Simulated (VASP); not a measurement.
# MgI2 (P-3m1) in VASP: a series of runs

MgI2 is run at these levels: PBEsol; tasks: single point.

Program: VASP 6.6.1. These are calculated values, not measurements. Logs are shortened: lines on timing, memory, paths and dates and some standing lists are left out, and cuts for length are marked.

## 1. The cell of the first run

It takes space group P-3m1 (No. 164, trigonal). The conventional cell has a = 4.087 Å, b = 4.087 Å, c = 7.089 Å, α = 90.00°, β = 90.00°, γ = 120.00°. Mg (site symmetry -3m) has 6 I at 2.92 Å within 3.8 Å. I (site symmetry 3m) has 3 Mg at 2.92 Å within 3.8 Å.

## 2. Single point, PBEsol

Contents of INCAR:

```
SYSTEM = MgI2
ALGO = Normal
EDIFF = 1E-6
ENCUT = 520
GGA = PS
ISIF = 2
ISMEAR = 0
LASPH = .TRUE.
LCHARG = .FALSE.
LREAL = .FALSE.
LWAVE = .FALSE.
NBANDS = 15
NELM = 60
PREC = Accurate
SIGMA = 0.05
```

Contents of KPOINTS:

```
k-points
0
G
  6 6 4
  0 0 0
```

Contents of POSCAR:

```
MgI2
1.0
    4.0866932408      0.0000000000      0.0000000000
   -2.0433466204      3.5391801640      0.0000000000
    0.0000000000      0.0000000000      7.0888683846
Mg I
1 2
Direct
    0.0000000000      0.0000000000      0.0000000000
    0.3333333333      0.6666666667      0.7576300000
    0.6666666667      0.3333333333      0.2423700000
```

Potentials or basis: VASP PAW PBE potentials, release 64 (Mg, I).

On the command line:

```
> cat potpaw_PBE.64/Mg/POTCAR potpaw_PBE.64/I/POTCAR > POTCAR
> mpirun -np 1 vasp_std > vasp.out
```

OUTCAR:

```text
SYSTEM = MgI2
   EDIFF = 1E-6
   ENCUT = 520
   GGA = PS
   ISIF = 2
   ISMEAR = 0
   LASPH = .TRUE.
   LREAL = .FALSE.
   NELM = 60
   PREC = Accurate

 ion  position               nearest neighbor table
   1  0.000  0.000  0.000-   2 2.92   3 2.92   2 2.92   3 2.92   3 2.92   2 2.92
   2  0.333  0.667  0.758-   1 2.92   1 2.92   1 2.92
   3  0.667  0.333  0.242-   1 2.92   1 2.92   1 2.92

  LATTYP: Found a hexagonal cell.
 ALAT       =     4.0866932408
 C/A-ratio  =     1.7346220934

  Lattice vectors:

 A1 = (   4.0866932408,   0.0000000000,   0.0000000000)
 A2 = (  -2.0433466204,   3.5391801640,   0.0000000000)
 A3 = (   0.0000000000,   0.0000000000,   7.0888683846)

Analysis of symmetry for initial positions (statically):
=====================================================================
 Subroutine PRICEL returns:
 Original cell was already a primitive cell.

 Routine SETGRP: Setting up the symmetry group for a
 hexagonal supercell.

 Subroutine GETGRP returns: Found 12 space group operations
 (whereof 12 operations were pure point group operations)
 out of a pool of 24 trial point group operations.

The static configuration has the point symmetry D_3d.

Analysis of symmetry for dynamics (positions and initial velocities):
=====================================================================
 Subroutine PRICEL returns:
 Original cell was already a primitive cell.

 Routine SETGRP: Setting up the symmetry group for a
 hexagonal supercell.

 Subroutine GETGRP returns: Found 12 space group operations
 (whereof 12 operations were pure point group operations)
 out of a pool of 24 trial point group operations.

The dynamic configuration has the point symmetry D_3d.

 Subroutine INISYM returns: Found 12 space group operations
 (whereof 12 operations are pure point group operations),
 and found     1 'primitive' translations

----------------------------------------------------------------------------------------

                                     Primitive cell

  volume of cell :     102.5302

  direct lattice vectors                    reciprocal lattice vectors
     4.086693241  0.000000000  0.000000000     0.244696614  0.141275656  0.000000000
    -2.043346620  3.539180164  0.000000000     0.000000000  0.282551312  0.000000000
     0.000000000  0.000000000  7.088868385     0.000000000  0.000000000  0.141066239

  length of vectors
     4.086693241  4.086693241  7.088868385     0.282551312  0.282551312  0.141066239

  position of ions in fractional coordinates (direct lattice)
     0.000000000  0.000000000  0.000000000
     0.333333333  0.666666667  0.757630000
     0.666666667  0.333333333  0.242370000

  ion indices of the primitive-cell ions
   primitive index   ion index
                 1           1
                 2           2
                 3           3

----------------------------------------------------------------------------------------

 KPOINTS: k-points

Automatic generation of k-mesh.
 Grid dimensions read from file:
 generate k-points for:    6    6    4

 Generating k-lattice:

  Cartesian coordinates                     Fractional coordinates (reciprocal lattice)
     0.040782769  0.023545943  0.000000000     0.166666667 -0.000000000  0.000000000
     0.000000000  0.047091885  0.000000000     0.000000000  0.166666667  0.000000000
     0.000000000  0.000000000  0.035266560     0.000000000  0.000000000  0.250000000

  Length of vectors
     0.047091885  0.047091885  0.035266560

  Shift w.r.t. Gamma in fractional coordinates (k-lattice)
     0.000000000  0.000000000  0.000000000

 Subroutine IBZKPT returns following result:
 ===========================================

 Found     24 irreducible k-points:

 Following reciprocal coordinates:
            Coordinates               Weight
  0.000000  0.000000  0.000000      1.000000
  0.166667 -0.000000  0.000000      6.000000
  0.333333  0.000000  0.000000      6.000000
  0.500000  0.000000  0.000000      3.000000
  0.166667  0.166667  0.000000      6.000000
  0.333333  0.166667  0.000000     12.000000
[... 16 lines left out ...]
  0.333333  0.166667  0.500000     12.000000
  0.333333  0.333333  0.500000      2.000000
   k-points           NKPTS =     24   k-points in BZ     NKDIM =     24   number of bands    NBANDS=     15
   number of dos      NEDOS =    301   number of ions     NIONS =      3
   total plane-waves  NPLWV =  48600
   dimension x,y,z NGX =    30 NGY =   30 NGZ =   54
   dimension x,y,z NGXF=    60 NGYF=   60 NGZF=  108
   ions per type =               1   2
   NGX,Y,Z   is equivalent  to a cutoff of  12.20, 12.20, 12.66 a.u.
   NGXF,Y,Z  is equivalent  to a cutoff of  24.41, 24.41, 25.33 a.u.
 SYSTEM =  MgI2
   PREC   = accura    normal or accurate (medium, high low for compatibility)
   ISTART =      0    job   : 0-new  1-cont  2-samecut
   ICHARG =      2    charge: 1-file 2-atom 10-const
   ISPIN  =      1    spin polarized calculation?
[... 66 lines left out ...]
      5       1.9321      2.00000
      6       2.0041      2.00000
      7       2.2677      2.00000
      8       2.2677      2.00000
      9       5.8679      0.00000
     10       7.0521      0.00000
     11       9.0520      0.00000
     12       9.0520      0.00000
     13       9.3339      0.00000
     14      10.4137      0.00000
     15      10.4137      0.00000

 k-point     2 :       0.1667   -0.0000    0.0000
  band No.  band energies     occupation
      1      -9.7578      2.00000
      2      -9.1812      2.00000
      3      -1.2219      2.00000
      4       0.8533      2.00000
      5       1.3151      2.00000
      6       1.6123      2.00000
      7       1.9462      2.00000
      8       2.1774      2.00000
      9       6.7664      0.00000
     10       7.6283      0.00000
     11       8.4540      0.00000
     12       9.2966      0.00000
     13       9.4043      0.00000
     14      10.2124      0.00000
     15      10.7718      0.00000

 k-point     3 :       0.3333    0.0000    0.0000
  band No.  band energies     occupation
      1      -9.3997      2.00000
      2      -9.0122      2.00000
      3      -1.0033      2.00000
      4      -0.4356      2.00000
      5       0.1783      2.00000
      6       1.1523      2.00000
      7       1.6473      2.00000
      8       1.9161      2.00000
      9       6.2993      0.00000
     10       7.5411      0.00000
     11       7.9322      0.00000
     12       9.3501      0.00000
     13       9.4869      0.00000
     14      10.6793      0.00000
     15      11.3820      0.00000

 k-point     4 :       0.5000    0.0000    0.0000
  band No.  band energies     occupation
      1      -9.1534      2.00000
      2      -8.9662      2.00000
      3      -1.4439      2.00000
      4      -0.7337      2.00000
      5       0.2984      2.00000
      6       0.9636      2.00000
      7       1.2442      2.00000
      8       1.7830      2.00000
      9       5.8425      0.00000
     10       7.4167      0.00000
     11       7.5051      0.00000
     12       9.1877      0.00000
     13       9.7161      0.00000
     14      11.2633      0.00000
     15      11.6182      0.00000
[... 307 lines left out ...]
 k-point    22 :       0.1667    0.1667    0.5000
  band No.  band energies     occupation
      1      -9.4009      2.00000
      2      -9.1670      2.00000
      3      -0.8094      2.00000
      4      -0.1260      2.00000
      5       0.6962      2.00000
      6       1.1129      2.00000
      7       1.4296      2.00000
      8       1.5696      2.00000
      9       6.8861      0.00000
     10       7.9688      0.00000
     11       8.9526      0.00000
     12       8.9619      0.00000
     13       9.4987      0.00000
     14       9.7958      0.00000
     15      10.8059      0.00000

 k-point    23 :       0.3333    0.1667    0.5000
  band No.  band energies     occupation
      1      -9.1159      2.00000
      2      -9.0079      2.00000
      3      -1.2445      2.00000
      4      -0.7888      2.00000
      5       0.3193      2.00000
      6       0.6384      2.00000
      7       1.3951      2.00000
      8       1.5365      2.00000
      9       6.4214      0.00000
     10       7.5542      0.00000
     11       8.2614      0.00000
     12       9.0779      0.00000
     13       9.2459      0.00000
     14      10.3270      0.00000
     15      11.5726      0.00000

 k-point    24 :       0.3333    0.3333    0.5000
  band No.  band energies     occupation
      1      -8.9843      2.00000
      2      -8.9843      2.00000
      3      -0.9617      2.00000
      4      -0.5552      2.00000
      5      -0.5552      2.00000
      6      -0.0716      2.00000
      7       1.5356      2.00000
      8       1.5356      2.00000
      9       6.8748      0.00000
     10       7.7154      0.00000
     11       7.7154      0.00000
     12       9.2942      0.00000
     13      10.7204      0.00000
     14      10.9309      0.00000
     15      11.1338      0.00000

------------------------ aborting loop because EDIFF is reached ----------------------------------------

  FORCE on cell =-STRESS in cart. coord.  units (eV):
  Direction    XX          YY          ZZ          XY          YZ          ZX
  --------------------------------------------------------------------------------------
  -------------------------------------------------------------------------------------
  Total        0.1398396      0.1398396     -0.5663053     -0.0000000      0.0000000      0.0000000
  in kB        2.1851899      2.1851899     -8.8493137     -0.0000000      0.0000000      0.0000000
  external PRESSURE =      -1.4929780 kB  Pullay stress =       0.0000000 kB

 VOLUME and BASIS-vectors are now :
 -----------------------------------------------------------------------------
  energy-cutoff  :      520.00
  volume of cell :      102.53
      direct lattice vectors                 reciprocal lattice vectors
     4.086693241  0.000000000  0.000000000     0.244696614  0.141275656  0.000000000
    -2.043346620  3.539180164  0.000000000     0.000000000  0.282551312  0.000000000
     0.000000000  0.000000000  7.088868385     0.000000000  0.000000000  0.141066239

 POSITION                                       TOTAL-FORCE (eV/Angst)
 -----------------------------------------------------------------------------------
      0.00000      0.00000      0.00000         0.000000      0.000000      0.000000
     -0.00000      2.35945      5.37074         0.000000     -0.000000      0.173367
      2.04335      1.17973      1.71813        -0.000000      0.000000     -0.173367
 -----------------------------------------------------------------------------------
    total drift:                                0.000000     -0.000000     -0.000000

  FREE ENERGIE OF THE ION-ELECTRON SYSTEM (eV)
  ---------------------------------------------------
  free  energy   TOTEN  =        -8.4122290237 eV

  energy  without entropy=       -8.4122290237  energy(sigma->0) =       -8.41222902
```

It took 61 s on 1 thread of Intel Xeon Platinum 8259CL at 2.50GHz (Skylake/Cascade Lake), shared host; peak memory 0.22 GiB.

What came out:

* Free energy: -8.4122 eV
* Pressure: -0.1 GPa
* Largest force: 0.173 eV/Å
* Band gap on the k mesh: 3.41 eV, indirect (least direct gap 3.60 eV)

Forces in eV/Å, atoms in the order of the input:
```
Mg   0.000  0.000  0.000
I    0.000  0.000  0.173
I    0.000  0.000 -0.173
```

Stress tensor (GPa, compression positive):
```
 0.22  0.00  0.00
 0.00  0.22  0.00
 0.00  0.00 -0.88
```

Levels at points of the mesh, in eV from the valence-band top:
```csv
k point,band 4,band 5,band 6,band 7,band 8,band 9,band 10,band 11,band 12,band 13
"(0.00, 0.00, 0.00)",-0.34,-0.34,-0.26,0.00,0.00,3.60,4.78,6.78,6.78,7.07
"(0.50, 0.00, 0.00)",-3.00,-1.97,-1.30,-1.02,-0.48,3.57,5.15,5.24,6.92,7.45
"(0.00, 0.00, 0.50)",-1.62,-0.25,-0.25,-0.08,-0.08,4.66,4.83,6.64,6.64,7.74
"(0.50, 0.00, 0.50)",-3.32,-1.32,-1.16,-0.94,-0.68,3.41,4.95,5.36,5.84,7.58
```

Caveat: the PAW data sets were made with another functional, which shifts forces and pressure a little; spin-orbit coupling is left out, which moves the levels of the heavy elements; this functional lacks dispersion, which binds the layers, so the pressure and a relaxed spacing across them are unreliable. A k mesh can miss the band edges.

## 3. Single point, PBEsol

This run uses another cell than the first one, of the same volume but with other edges.

Contents of INCAR:

```
SYSTEM = MgI2
PREC = Accurate ; ENCUT = 520
EDIFF = 1E-6 ; ISMEAR = 0
SIGMA = 0.05 ; LREAL = .False.
LASPH = .True. ; NELM = 80
ALGO = Normal ; ISIF = 2
LWAVE = .False. ; LCHARG = .False.
GGA = PS ; NBANDS = 15
```

Contents of KPOINTS:

```
Automatic mesh
0
Gamma
  6 6 4
  0 0 0
```

Contents of POSCAR:

```
MgI2
1.0
    4.4744378167      0.0000000000      0.0000000000
   -2.2372189084      3.8749768170      0.0000000000
    0.0000000000      0.0000000000      5.9134923372
Mg I
1 2
Direct
    0.0000000000      0.0000000000      0.0000000000
    0.3333333333      0.6666666667      0.7576300000
    0.6666666667      0.3333333333      0.2423700000
```

Potentials or basis: VASP PAW PBE potentials, release 64 (Mg, I).

On the command line:

```
> cat potpaw_PBE.64/Mg/POTCAR potpaw_PBE.64/I/POTCAR > POTCAR
> mpirun -np 1 vasp_std > vasp.out
```

Wall time 52 s (1 thread of Intel Xeon Platinum 8259CL at 2.50GHz (Skylake/Cascade Lake), shared host); peak memory 0.24 GiB.

The run converged. Its results:

```yaml
Free_energy: -8.1431 eV
Pressure: -0.3 GPa
Largest_force: 0.300 eV/Å
Band_gap_on_the_k_mesh: 2.16 eV, direct
```

Forces on the atoms (eV/Å):
```
Mg   0.000  0.000  0.000
I    0.000  0.000 -0.300
I    0.000  0.000  0.300
```

Stress tensor (GPa, compression positive):
```
-1.93  0.00  0.00
 0.00 -1.93  0.00
 0.00  0.00  2.86
```

Levels at points of the mesh, in eV from the valence-band top:
| k point | band 4 | band 5 | band 6 | band 7 | band 8 | band 9 | band 10 | band 11 | band 12 | band 13 |
| --- | --- | --- | --- | --- | --- | --- | --- | --- | --- | --- |
| (0.00, 0.00, 0.00) | -1.91 | -1.91 | -1.21 | -1.21 | 0.00 | 2.16 | 3.26 | 5.24 | 5.24 | 7.07 |
| (0.50, 0.00, 0.00) | -3.11 | -2.77 | -2.39 | -1.47 | -1.12 | 2.51 | 4.60 | 5.17 | 5.91 | 7.98 |
| (0.00, 0.00, 0.50) | -1.89 | -1.67 | -1.67 | -1.44 | -1.44 | 3.19 | 3.63 | 4.77 | 4.77 | 6.21 |
| (0.50, 0.00, 0.50) | -3.94 | -2.41 | -1.69 | -1.22 | -1.21 | 2.87 | 4.44 | 6.11 | 6.27 | 7.25 |

Caveat: the PAW data sets were made with another functional, which shifts forces and pressure a little; spin-orbit coupling is left out, which moves the levels of the heavy elements; this functional lacks dispersion, which binds the layers, so the pressure and a relaxed spacing across them are unreliable.

## 4. Single point, PBEsol

This run uses another cell than the first one, of the same volume but with other edges.

Contents of INCAR:

```
SYSTEM = MgI2
ALGO = Normal
EDIFF = 1E-6
ENCUT = 520
GGA = PS
ISIF = 2
ISMEAR = 0
LASPH = .True.
LCHARG = .True.
LELF = .True.
LREAL = .False.
LVHAR = .True.
LWAVE = .False.
NBANDS = 15
NELM = 100
PREC = Accurate
SIGMA = 0.05
```

Contents of KPOINTS:

```
k-points
0
Gamma
  6 6 4
  0 0 0
```

Contents of POSCAR:

```
MgI2
1.0
    3.8058706318      0.0000000000      0.0000000000
   -1.9029353159      3.2959806506      0.0000000000
    0.0000000000      0.0000000000      8.1735918737
Mg I
1 2
Direct
    0.0000000000      0.0000000000      0.0000000000
    0.3333333333      0.6666666667      0.7576300000
    0.6666666667      0.3333333333      0.2423700000
```

On the command line:

```
> cat potpaw_PBE.64/Mg/POTCAR potpaw_PBE.64/I/POTCAR > POTCAR
> mpirun -np 1 vasp_std > vasp.out
```

Run time: 63 s. Hardware: 1 thread of Intel Xeon Platinum 8259CL at 2.50GHz (Skylake/Cascade Lake), shared host; peak memory 0.23 GiB.

Results (log left out):

```yaml
Free_energy: -7.9299 eV
Pressure: 0.7 GPa
Largest_force: 0.944 eV/Å
Band_gap_on_the_k_mesh: 2.32 eV, indirect (the least direct gap lies 0.4 meV higher)
```

Forces on the atoms (eV/Å):
```
Mg   0.000  0.000  0.000
I    0.000  0.000  0.944
I    0.000  0.000 -0.944
```

Stress tensor (GPa, compression positive):
```
 4.06  0.00  0.00
 0.00  4.06  0.00
 0.00  0.00 -6.18
```

Levels at points of the mesh, in eV from the valence-band top:
| k point | band 5 | band 6 | band 7 | band 8 | band 9 | band 10 | band 11 | band 12 |
| --- | --- | --- | --- | --- | --- | --- | --- | --- |
| (0.00, 0.00, 0.00) | -0.16 | -0.16 | 0.00 | 0.00 | 2.32 | 5.12 | 5.99 | 7.11 |
| (0.50, 0.00, 0.00) | -2.79 | -2.01 | -1.32 | -0.93 | 2.58 | 4.09 | 4.33 | 5.06 |
| (0.00, 0.00, 0.50) | -0.14 | -0.14 | -0.03 | -0.03 | 3.75 | 4.93 | 6.04 | 6.47 |
| (0.50, 0.00, 0.50) | -2.51 | -2.03 | -1.27 | -1.00 | 2.32 | 3.50 | 4.42 | 5.01 |

Caveat: the PAW data sets were made with another functional, which shifts forces and pressure a little; spin-orbit coupling is left out, which moves the levels of the heavy elements; this functional lacks dispersion, which binds the layers, so the pressure and a relaxed spacing across them are unreliable.

## 5. Overview

| cell | gap on the mesh (eV) | pressure (GPa) | largest force (eV/Å) |
| --- | --- | --- | --- |
| a = 4.087, b = 4.087, c = 7.089 Å, angles 90.0, 90.0, 120.0°, 3 atoms | 3.41 | -0.1 | 0.17 |
| a = 4.474, b = 4.474, c = 5.913 Å, angles 90.0, 90.0, 120.0°, 3 atoms | 2.16 | -0.3 | 0.30 |
| a = 3.806, b = 3.806, c = 8.174 Å, angles 90.0, 90.0, 120.0°, 3 atoms | 2.32 | 0.7 | 0.94 |

Alike in all rows: task single point; level PBEsol; potentials or basis VASP PAW PBE potentials, release 64 (Mg, I); no spin polarisation; k mesh 6 × 6 × 4; cutoff (eV) 520; smearing gaussian 0.05 eV.

Caveats: the PAW data sets were made with another functional, which shifts forces and pressure a little; spin-orbit coupling is left out, which moves the levels of the heavy elements; this functional lacks dispersion, which binds the layers, so the pressure and a relaxed spacing across them are unreliable.

Absolute energies hang on the potentials; compare differences alone.
